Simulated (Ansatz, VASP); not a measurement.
**MoSe in VASP and in Ansatz**

File POSCAR:

```
MoSe
1.0
    0.0000000000      2.6825441072      2.6825441073
    5.3373433050      2.6825441073      2.6825441073
    5.3373433049      5.3650882146      0.0000000001
Mo Se
2 2
Direct
    0.5000000000      0.5000000000      0.0000000000
    0.5000000000      0.5000000000      0.5000000000
    0.0000000000      0.0000000000      0.0000000000
    0.0000000000      0.0000000000      0.5000000000
```

INCAR.step1

```
PREC = Accurate
ENCUT = 520
ISMEAR = 0
SIGMA = 0.05
LREAL = F
LASPH = T
NELM = 150
ISPIN = 2
MAGMOM = 3 -3 0 0
LMAXMIX = 4
NBANDS = 32
GGA = PE
ALGO = Normal
EDIFF = 1E-4
LWAVE = T
LCHARG = F
```

File INCAR.step2:

```
PREC = Accurate
ENCUT = 520
EDIFF = 1E-6
ISMEAR = 0
SIGMA = 0.05
LREAL = F
LASPH = T
NELM = 150
ALGO = Normal
ISIF = 2
LWAVE = F
LCHARG = T
ISPIN = 2
MAGMOM = 3 -3 0 0
LORBIT = 11
LMAXMIX = 4
METAGGA = R2SCAN
LMIXTAU = T
LELF = T
LVHAR = T
NBANDS = 32
ISTART = 1
```

KPOINTS

```
Automatic mesh
0
Gamma
  12 12 6
```

Input for Ansatz:

```yaml
crystal:
  lattice:
    - [0.0, 2.6825441072, 2.6825441073]
    - [5.337343305, 2.6825441073, 2.6825441073]
    - [5.3373433049, 5.3650882146, 1.0e-10]
  atoms:
    - { symbol: Mo, position: [0.5, 0.5, 0.0], spin: 3.0 }
    - { symbol: Se, position: [0.0, 0.0, 0.0] }
    - { symbol: Mo, position: [0.5, 0.5, 0.5], spin: -3.0 }
    - { symbol: Se, position: [0.0, 0.0, 0.5] }
basis:
  ecutwfc: 500
  ecutrho_ratio: 4
kpoints:
  mp_grid: { grid: [12, 12, 6] }
hamiltonian:
  xc: r2scan
scf:
  occupations: { method: gaussian, width: 0.05 }
output:
  forces: true
  stress: true
  eigenvalues: true
  populations: true
  write_density: true
  write_potential: true
  elf: true
  volumetric_format: npy
magnetization:
  spin_polarized: true
```

Alike in both runs: task single point; functional r2SCAN; k mesh 12 × 12 × 6; occupations gaussian, width 0.05 eV; collinear spin.

```csv
,VASP,Ansatz
version,VASP 6.6.1,Ansatz 0.2.0
potentials or method,"VASP PAW PBE potentials, release 64 (Mo_sv, Se), cutoff 520 eV","scalar-relativistic, plane waves, PAW"
valence electrons in the cell,40,60
```

Ansatz gave:

```
gap on the k mesh at the Fermi level (eV)                     : none
pressure (GPa)                                                : 3.2
net moment per atom (μB)                                      : 0.00
size of the moment on the site where the two differ most (μB) : 2.42
```

Q: What did VASP give for the same quantities?

A: gap on the k mesh at the Fermi level (eV): none; pressure (GPa): 3.4; net moment per atom (μB): 0.00; size of the moment on the site where the two differ most (μB): 2.73.

VASP's potentials were made for PBE, not for r2SCAN. Site moments also hang on the region over which each program counts them. A gap of «none» marks a metal or a gap that the smearing closes. VASP's potentials hold 40 valence electrons a cell and Ansatz's 60, so a difference there can come from the potentials and not from the codes. Ansatz's warnings: stability check not made.
